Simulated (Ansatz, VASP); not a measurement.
**Zr in VASP and in Ansatz**

INCAR

```
SYSTEM = Zr
ALGO = Normal
EDIFF = 1E-6
ENCUT = 520
GGA = PE
ISIF = 2
ISMEAR = -1
LASPH = .True.
LCHARG = .True.
LELF = .True.
LREAL = .False.
LVHAR = .True.
LWAVE = .False.
NBANDS = 19
NELM = 100
PREC = Accurate
SIGMA = 0.05
```

File KPOINTS:

```
k-points
0
Gamma
  15 15 8
  0 0 0
```

POSCAR

```
Zr
1.0
    2.4992142217      0.0000000001      0.0000000000
   -1.2496071109      2.1643830054      0.0000000000
    0.0000000000      0.0000000000      4.4961058923
Zr
2
Direct
    0.3333333333      0.6666666667      0.2500000000
    0.6666666667      0.3333333333      0.7500000000
```

Input for Ansatz:

```yaml
crystal:
  lattice:
    - [2.4992142217, 1.0e-10, 0.0]
    - [-1.2496071109, 2.1643830054, 0.0]
    - [0.0, 0.0, 4.4961058923]
  atoms:
    - { symbol: Zr, position: [0.3333333333, 0.6666666667, 0.25] }
    - { symbol: Zr, position: [0.6666666667, 0.3333333333, 0.75] }
kpoints:
  mp_grid: { grid: [15, 15, 8] }
scf:
  occupations: { method: fermi_dirac, width: 0.05 }
hamiltonian:
  xc: pbe
  pseudopotentials: { kind: paw }
output:
  forces: true
  stress: true
  eigenvalues: true
  populations: true
```

Change from the starting cell: volume scaled by 0.52, PAW files.

Alike in both runs: task single point; functional PBE; k mesh 15 × 15 × 8; occupations fermi-dirac, width 0.05 eV; no spin polarisation.

```csv
,VASP,Ansatz
version,VASP 6.6.1,Ansatz 0.2.0
potentials or method,"VASP PAW PBE potentials, release 64 (Zr_sv)","PAW with Ansatz's default frozen-core files, scalar-relativistic"
plane-wave cutoff (eV),520,420
valence electrons in the cell,24,24
```

|  | VASP | Ansatz | Ansatz less VASP |
| --- | --- | --- | --- |
| pressure (GPa) | 171.8 | 170.4 | -1.33 |
| traceless stress, the component that is largest in VASP (GPa) | -0.28 | 0.38 | +0.668 |

Both programs put the cell under a high pressure, so it lies far from rest at this level. The functional is the same, so the differences come from potentials, cutoffs and numerics.

Noted on VASP's run: the cell as given lies far from equilibrium.
